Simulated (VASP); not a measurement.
# Ca in VASP: relaxation of the atoms with PBEsol

Aim: the relaxation of the atoms of Ca with PBEsol.

Everything below comes from runs of VASP 6.6.1. Logs are shortened: lines on timing, memory, paths and dates and some standing lists are left out, and cuts for length are marked.

**1. The cell of the first run**

The cell holds a slab with vacuum, 7 atoms: a = 3.946 Å, b = 3.946 Å, c = 39.330 Å, α = 90.00°, β = 90.00°, γ = 60.00°.

**2. Relaxation of the atoms, PBEsol**

The input, INCAR:

```
  PREC = Accurate
  ENCUT = 520
  EDIFF = 1E-6
  ISMEAR = 1
  SIGMA = 0.1
  LREAL = F
  LASPH = T
  NELM = 60
  ALGO = Normal
  ISIF = 2
  LWAVE = F
  LCHARG = F
  LDIPOL = T
  IDIPOL = 3
  DIPOL = 0.5 0.5 0.500
  GGA = PS
  IBRION = 2
  NSW = 60
  EDIFFG = -0.01
  KPAR = 4
```

The input, KPOINTS:

```
Automatic mesh
0
Gamma
  12 12 1
```

The input, POSCAR:

```
Ca
1.0
    3.9456558390      0.0000000000      0.0000000000
    1.9728279200      3.4170381910      0.0000000000
    0.0000000000      0.0000000000     39.3296870120
Ca
7
Direct
    0.0000000000      0.0000000000      0.2542608589
    0.3333333333      0.3333333333      0.3361739059
    0.6666666667      0.6666666667      0.4180869530
    0.0000000000      0.0000000000      0.5000000000
    0.3333333333      0.3333333333      0.5819130470
    0.6666666667      0.6666666667      0.6638260941
    0.0000000000      0.0000000000      0.7457391411
```

Potentials or basis: VASP PAW PBE potentials, release 64 (Ca_sv).

Command:

```sh
$ cat potpaw_PBE.64/Ca_sv/POTCAR > POTCAR
$ mpirun -np 4 vasp_std > vasp.out
```

OUTCAR:

```text
PREC = Accurate
   ENCUT = 520
   EDIFF = 1E-6
   ISMEAR = 1
   LREAL = F
   LASPH = T
   NELM = 60
   ISIF = 2
   GGA = PS
   IBRION = 2
   NSW = 60
   EDIFFG = -0.01

 ion  position               nearest neighbor table
   1  0.000  0.000  0.254-
   2  0.333  0.333  0.336-
   3  0.667  0.667  0.418-
   4  0.000  0.000  0.500-
   5  0.333  0.333  0.582-
   6  0.667  0.667  0.664-
   7  0.000  0.000  0.746-

  LATTYP: Found a hexagonal cell.
 ALAT       =     3.9456558391
 C/A-ratio  =     9.9678453002

  Lattice vectors:

 A1 = (  -1.9728279200,  -3.4170381910,   0.0000000000)
 A2 = (   3.9456558390,   0.0000000000,   0.0000000000)
 A3 = (   0.0000000000,   0.0000000000,  39.3296870120)

Analysis of symmetry for initial positions (statically):
=====================================================================
 Subroutine PRICEL returns:
 Original cell was already a primitive cell.

 Routine SETGRP: Setting up the symmetry group for a
 hexagonal supercell.

 Subroutine GETGRP returns: Found 12 space group operations
 (whereof 12 operations were pure point group operations)
 out of a pool of 24 trial point group operations.

The static configuration has the point symmetry D_3d.

Analysis of symmetry for dynamics (positions and initial velocities):
=====================================================================
 Subroutine PRICEL returns:
 Original cell was already a primitive cell.

 Routine SETGRP: Setting up the symmetry group for a
 hexagonal supercell.

 Subroutine GETGRP returns: Found 12 space group operations
 (whereof 12 operations were pure point group operations)
 out of a pool of 24 trial point group operations.

The dynamic configuration has the point symmetry D_3d.

 Subroutine INISYM returns: Found 12 space group operations
 (whereof 12 operations are pure point group operations),
 and found     1 'primitive' translations

----------------------------------------------------------------------------------------

                                     Primitive cell

  volume of cell :     530.2608

  direct lattice vectors                    reciprocal lattice vectors
     3.945655839  0.000000000  0.000000000     0.253443291 -0.146325552  0.000000000
     1.972827920  3.417038191  0.000000000     0.000000000  0.292651104  0.000000000
     0.000000000  0.000000000 39.329687012     0.000000000  0.000000000  0.025426086

  length of vectors
     3.945655839  3.945655839 39.329687012     0.292651104  0.292651104  0.025426086

  position of ions in fractional coordinates (direct lattice)
     0.000000000  0.000000000  0.254260859
     0.333333333  0.333333333  0.336173906
     0.666666667  0.666666667  0.418086953
     0.000000000  0.000000000  0.500000000
     0.333333333  0.333333333  0.581913047
     0.666666667  0.666666667  0.663826094
     0.000000000  0.000000000  0.745739141

  ion indices of the primitive-cell ions
   primitive index   ion index
                 1           1
                 2           2
                 3           3
                 4           4
                 5           5
                 6           6
                 7           7

----------------------------------------------------------------------------------------

 KPOINTS: Automatic mesh

Automatic generation of k-mesh.
 Grid dimensions read from file:
 generate k-points for:   12   12    1

 Generating k-lattice:

  Cartesian coordinates                     Fractional coordinates (reciprocal lattice)
     0.021120274 -0.012193796  0.000000000     0.083333333 -0.000000000  0.000000000
     0.000000000  0.024387592  0.000000000     0.000000000  0.083333333  0.000000000
     0.000000000  0.000000000  0.025426086     0.000000000  0.000000000  1.000000000

  Length of vectors
     0.024387592  0.024387592  0.025426086

  Shift w.r.t. Gamma in fractional coordinates (k-lattice)
     0.000000000  0.000000000  0.000000000

 Subroutine IBZKPT returns following result:
 ===========================================

 Found     19 irreducible k-points:

 Following reciprocal coordinates:
            Coordinates               Weight
  0.000000  0.000000  0.000000      1.000000
  0.083333 -0.000000  0.000000      6.000000
  0.166667  0.000000  0.000000      6.000000
  0.250000 -0.000000  0.000000      6.000000
  0.333333 -0.000000  0.000000      6.000000
  0.416667 -0.000000  0.000000      6.000000
[... 11 lines left out ...]
 -0.416667  0.250000  0.000000     12.000000
 -0.333333  0.333333  0.000000      2.000000
   k-points           NKPTS =     19   k-points in BZ     NKDIM =     19   number of bands    NBANDS=     42
   number of dos      NEDOS =    301   number of ions     NIONS =      7
   total plane-waves  NPLWV = 264600
   dimension x,y,z NGX =    30 NGY =   30 NGZ =  294
   dimension x,y,z NGXF=    60 NGYF=   60 NGZF=  588
   ions per type =               7
   NGX,Y,Z   is equivalent  to a cutoff of  12.64, 12.64, 12.43 a.u.
   NGXF,Y,Z  is equivalent  to a cutoff of  25.28, 25.28, 24.85 a.u.
 SYSTEM =  unknown system
   PREC   = accura    normal or accurate (medium, high low for compatibility)
   ISTART =      0    job   : 0-new  1-cont  2-samecut
   ICHARG =      2    charge: 1-file 2-atom 10-const
   ISPIN  =      1    spin polarized calculation?
   LNONCOLLINEAR =      F non collinear calculations
   LSORBIT =      F    spin-orbit coupling
   LASPH  =      T    aspherical Exc in radial PAW
   ENCUT  =  520.0 eV  38.22 Ry    6.18 a.u.   7.34  7.34 73.13*2*pi/ulx,y,z
   NELM   =     60;   NELMIN=  2; NELMDL= -5     # of ELM steps
   EDIFF  = 0.1E-05   stopping-criterion for ELM
   LREAL  =      F    real-space projection
   EDIFFG = -.1E-01   stopping-criterion for IOM
   NSW    =     60    number of steps for IOM
   IBRION =      2    ionic relax: 0-MD 1-quasi-New 2-CG
   NFREE  =      1    steps in history (QN), initial steepest desc. (CG)
   ISIF   =      2    stress and relaxation
   ISYM   =      2    0-nonsym 1-usesym 2-fastsym
   POTIM  = 0.5000    time-step for ionic-motion
   TEBEG  =    0.0;   TEEND  =   0.0 temperature during run
   PSTRESS=    0.0 pullay stress
   NELECT =      70.0000    total number of electrons
   NUPDOWN=      -1.0000    fix difference up-down
   EMIN   =  10.00;   EMAX   =-10.00  energy-range for DOS
   EFERMI =   0.00;   METHOD = LEGACY
   ISMEAR =     1;   SIGMA  =   0.10  broadening in eV -4-tet -1-fermi 0-gaus
   EFERMI_NEDOS =   21; number of points for ismear=-14 and -15
   IALGO  =     38    algorithm
   IMIX   =      4    mixing-type and parameters
     AMIX     =   0.40;   BMIX     =  1.00
     AMIX_MAG =   1.60;   BMIX_MAG =  1.00
  volume/ion in A,a.u.               =      75.75       511.20
  Fermi-wavevector in a.u.,A,eV,Ry     =   0.833574  1.575227  9.453956  0.694846
  Thomas-Fermi vector in A             =   1.946821
   LORBIT       =      0    0 simple, 1 ext, 2 COOP (PROOUT), +10 PAW based schemes
   GGA     = PS    functional components
   LHFCALC =     F    Hartree Fock is set to
   AEXX    =    0.0000 exact exchange contribution
   IVDW    =     0    specifies the selected vdW correction
   LEPSILON=     F    determine dielectric tensor
   LRPA    =     F    only Hartree local field effects (RPA)
 conjugate gradient relaxation of ions
 non-spin polarized calculation
 Methfessel and Paxton  Order N= 1 SIGMA  =   0.10
  energy-cutoff  :      520.00
  volume of cell :      530.26
 maximum number of plane-waves:     14445
 NGX is ok and might be reduce to    30
   NGX = 15   NGY = 15   NGZ =147

--------------------------------------- Ionic step        1  -------------------------------------------

 number of electron      69.9999997 magnetization

 Free energy of the ion-electron system (eV)
  ---------------------------------------------------
  ext. energy  EPLUGINS =         0.00000000
  ---------------------------------------------------
  free energy    TOTEN  =       -14.01435732 eV

  energy without entropy =      -14.01174941  energy(sigma->0) =      -14.01348802

------------------------ aborting loop because EDIFF is reached ----------------------------------------

  FORCE on cell =-STRESS in cart. coord.  units (eV):
  Direction    XX          YY          ZZ          XY          YZ          ZX
  --------------------------------------------------------------------------------------
  -------------------------------------------------------------------------------------
  Total       -2.0339197     -2.0339197     -2.2380615     -0.0000000      0.0000000      0.0000000
  in kB       -6.1454665     -6.1454665     -6.7622787     -0.0000000      0.0000000      0.0000000
  external PRESSURE =      -6.3510706 kB  Pullay stress =       0.0000000 kB
[... 104 lines left out ...]
  FREE ENERGIE OF THE ION-ELECTRON SYSTEM (eV)
  ---------------------------------------------------
  free  energy   TOTEN  =       -14.0240879667 eV

  energy  without entropy=      -14.0213880674  energy(sigma->0) =      -14.02318800

[... ionic steps 4 to 14 ...]

--------------------------------------- Ionic step       15  -------------------------------------------

 number of electron      69.9999992 magnetization

------------------------ aborting loop because EDIFF is reached ----------------------------------------
[... 71 lines left out ...]
  FREE ENERGIE OF THE ION-ELECTRON SYSTEM (eV)
  ---------------------------------------------------
  free  energy   TOTEN  =       -14.0748987566 eV

  energy  without entropy=      -14.0749297691  energy(sigma->0) =      -14.07490909

 dipolmoment           0.000000      0.000000     -0.000000 electrons x Angstroem

--------------------------------------- Ionic step       17  -------------------------------------------

 number of electron      69.9999990 magnetization

 dipolmoment           0.000000      0.000000      0.000000 electrons x Angstroem

 Free energy of the ion-electron system (eV)
  ---------------------------------------------------
  ext. energy  EPLUGINS =         0.00000000
  ---------------------------------------------------
  free energy    TOTEN  =       -14.07501876 eV

  energy without entropy =      -14.07500478  energy(sigma->0) =      -14.07501410

 E-fermi :  -0.1029     XC(G=0):  -4.7120

 val. band max:       -0.1071739564   @ k =   0.5000   0.2500   0.0000
 cond. band min:      -0.0929638036   @ k =   0.5000  -0.0000   0.0000
 fundamental gap:      0.0142101528
 Fermi energy:        -0.1028737817

 k-point     1 :       0.0000    0.0000    0.0000
  band No.  band energies     occupation
      1     -42.3719      2.00000
      2     -42.3719      2.00000
      3     -41.9259      2.00000
      4     -41.9227      2.00000
      5     -41.9103      2.00000
      6     -41.8821      2.00000
[... 844 lines left out ...]
     41       0.4775     -0.00000
     42       0.5646     -0.00000

------------------------ aborting loop because EDIFF is reached ----------------------------------------

 vacuum level on the upper side and lower side of the slab       (xc-potential included)        -0.007        -0.007

  FORCE on cell =-STRESS in cart. coord.  units (eV):
  Direction    XX          YY          ZZ          XY          YZ          ZX
  --------------------------------------------------------------------------------------
  -------------------------------------------------------------------------------------
  Total       -1.1799351     -1.1799351     -0.0613166     -0.0000000      0.0000000     -0.0000000
  in kB       -3.5651612     -3.5651612     -0.1852675     -0.0000000      0.0000000     -0.0000000
  external PRESSURE =      -2.4385300 kB  Pullay stress =       0.0000000 kB
[... 22 lines left out ...]
  FREE ENERGIE OF THE ION-ELECTRON SYSTEM (eV)
  ---------------------------------------------------
  free  energy   TOTEN  =       -14.0750187640 eV

  energy  without entropy=      -14.0750047813  energy(sigma->0) =      -14.07501410

 reached required accuracy - stopping structural energy minimisation

 vacuum level on the upper side and lower side of the slab         2.691         2.691
```

Wall time 35 min (4 MPI ranks of Intel Xeon Platinum 8488C (Sapphire Rapids), shared host); peak memory 0.82 GiB.

What came out:

```yaml
Free_energy: -14.0750 eV
Energy_gained_by_relaxing: 8.7 meV/atom
Ionic_steps: 17
Band_gap_on_the_k_mesh: zero (bands 35 and 36 overlap by 0.39 eV)
```

Step by step:
| step | energy change (eV) | largest force (eV/Å) | pressure (GPa) |
| --- | --- | --- | --- |
| 1 | 0.0000 | 0.1570 | -0.64 |
| 2 | -0.0027 | 0.1496 | -0.63 |
| 3 | -0.0097 | 0.1271 | -0.61 |
| 4 | -0.0189 | 0.0760 | -0.57 |
| 5 | -0.0139 | 0.1873 | -0.48 |
| 6 | -0.0209 | 0.0849 | -0.54 |
| 7 | -0.0240 | 0.0769 | -0.53 |
| 8 | -0.0307 | 0.0494 | -0.50 |
| 9 | -0.0310 | 0.1480 | -0.42 |
| 10 | -0.0331 | 0.0918 | -0.46 |
| 11 | -0.0371 | 0.0853 | -0.44 |
| 12 | -0.0473 | 0.0655 | -0.39 |
| 13 | -0.0594 | 0.0177 | -0.29 |
| 14 | -0.0605 | 0.0117 | -0.23 |
| 15 | -0.0606 | 0.0123 | -0.24 |
| 16 | -0.0605 | 0.0162 | -0.24 |
| 17 | -0.0607 | 0.0013 | -0.24 |

Final structure:
```cif
data_structure
_symmetry_space_group_name_H-M 'P 1'
_symmetry_Int_Tables_number 1
_cell_length_a 3.9457
_cell_length_b 3.9457
_cell_length_c 39.3297
_cell_angle_alpha 90.000
_cell_angle_beta 90.000
_cell_angle_gamma 60.000
_cell_volume 530.26
loop_
_atom_site_label
_atom_site_type_symbol
_atom_site_fract_x
_atom_site_fract_y
_atom_site_fract_z
_atom_site_occupancy
Ca1 Ca 0.00000 0.00000 0.26661 1
Ca2 Ca 0.33333 0.33333 0.34312 1
Ca3 Ca 0.66667 0.66667 0.42151 1
Ca4 Ca 0.00000 0.00000 0.50000 1
Ca5 Ca 0.33333 0.33333 0.57849 1
Ca6 Ca 0.66667 0.66667 0.65688 1
Ca7 Ca 0.00000 0.00000 0.73339 1
```

Levels at points of the mesh, in eV from the Fermi level:
| k point | band 33 | band 34 | band 35 | band 36 | band 37 | band 38 |
| --- | --- | --- | --- | --- | --- | --- |
| (0.00, 0.00, 0.00) | -2.41 | -1.79 | -1.20 | 0.01 | 0.22 | 0.57 |
| (0.50, 0.00, 0.00) | -0.71 | -0.62 | -0.53 | -0.15 | 0.01 | 0.23 |

Caveat: the PAW data sets were made with another functional, which shifts forces and pressure a little.
